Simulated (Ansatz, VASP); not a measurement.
**Sb: VASP and Ansatz over several settings**

```
Sb
1.0
     3.16349    0.00000    0.00000
     0.00000    4.40473    0.00000
    -0.03943    0.00000    4.46383
Sb
2
Direct
  0.01139 0.25000 0.24117
  0.98861 0.75000 0.75883
```

Single points on this cell with VASP 6.6.1 and Ansatz 0.2.0. Each row is one pair of runs. Alike in all rows: spin: off; smearing: fermi-dirac, width 0.05 eV.

```tsv
level	k mesh	VASP's potentials, cutoff	Ansatz's potentials, cutoff	gap on the k mesh at the Fermi level (eV), VASP	gap on the k mesh at the Fermi level (eV), Ansatz	pressure (GPa), VASP	pressure (GPa), Ansatz	rms of the force components (eV/Å), VASP	rms of the force components (eV/Å), Ansatz
LDA	9 × 6 × 6	VASP PAW LDA potentials, release 64 (Sb), 520 eV	Ansatz PAW, 420 eV	none	none	-4.9	-5.0	0.028	0.033
r2SCAN	9 × 6 × 6	VASP PAW PBE potentials, release 64 (Sb), 520 eV	Ansatz PAW, 500 eV	?	none	?	-2.8	?	0.040
HSE06	6 × 4 × 4	VASP PAW PBE potentials, release 64 (Sb), 520 eV	Ansatz PAW, 420 eV	none	none	-4.3	-3.4	0.069	0.056
```

Problem. Fill in what VASP gave in row 2.

Solution. gap on the k mesh at the Fermi level (eV): none; pressure (GPa): -2.7; rms of the force components (eV/Å): 0.037.

VASP's potentials hold 10 valence electrons a cell and Ansatz's 30, so a difference there can come from the potentials and not from the codes.

A gap of «none» marks a metal or a gap that the smearing closes.

Spin-orbit coupling is off throughout.
